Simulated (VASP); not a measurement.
Runs of VASP 6.6.1 on Sc. The structure is that of space group P6_3/mmc (No. 194), or close to it. The cells are those of the table. 

```csv
cell,further INCAR settings,gap on the mesh (eV),pressure (GPa)
"a = 3.259, b = 3.259, c = 5.347 Å, angles 90.0, 90.0, 120.0°, 2 atoms",ALGO = Fast; EDIFF = 1e-06; NBANDS = 18,none,0.4
"a = 3.309, b = 3.309, c = 5.347 Å, angles 90.0, 90.0, 120.0°, 2 atoms",ALGO = Fast; EDIFF = 1e-06; NBANDS = 18,none,(b)
"a = 3.309, b = 3.309, c = 5.426 Å, angles 90.0, 90.0, 120.0°, 2 atoms",ALGO = Fast; EDIFF = 1e-06; NBANDS = 18,none,-1.9
"a = 3.358, b = 3.358, c = 5.110 Å, angles 90.0, 90.0, 120.0°, 2 atoms",ALGO = Fast; EDIFF = 1e-07; NBANDS = 18,none,-0.6
"a = 3.358, b = 3.358, c = 5.189 Å, angles 90.0, 90.0, 120.0°, 2 atoms",ALGO = Fast; EDIFF = 1e-07; NBANDS = 18,none,-1.4
"a = 3.408, b = 3.408, c = 5.189 Å, angles 90.0, 90.0, 120.0°, 2 atoms",ALGO = Fast; EDIFF = 1e-06; NBANDS = 18,none,-2.8
"a = 3.259, b = 3.259, c = 5.426 Å, angles 90.0, 90.0, 120.0°, 2 atoms",ALGO = Fast; EDIFF = 1e-07; NBANDS = 18,none,(a)
"a = 3.358, b = 3.358, c = 5.268 Å, angles 90.0, 90.0, 120.0°, 2 atoms",ALGO = Fast; EDIFF = 1e-07; NBANDS = 18,none,-2.1
"a = 3.408, b = 3.408, c = 5.110 Å, angles 90.0, 90.0, 120.0°, 2 atoms",ALGO = Fast; EDIFF = 1e-06; NBANDS = 18,none,-2.1
```

Alike in all rows: task single point; level PBE; potentials or basis VASP PAW PBE potentials, release 64 (Sc_sv); no spin polarisation; k mesh 18 × 18 × 10; cutoff (eV) 520; smearing gaussian 0.15 eV.

Fill in the values left out.

(a) -0.4; (b) -1.3.

A gap of «none» marks levels without a gap at the run's occupations.
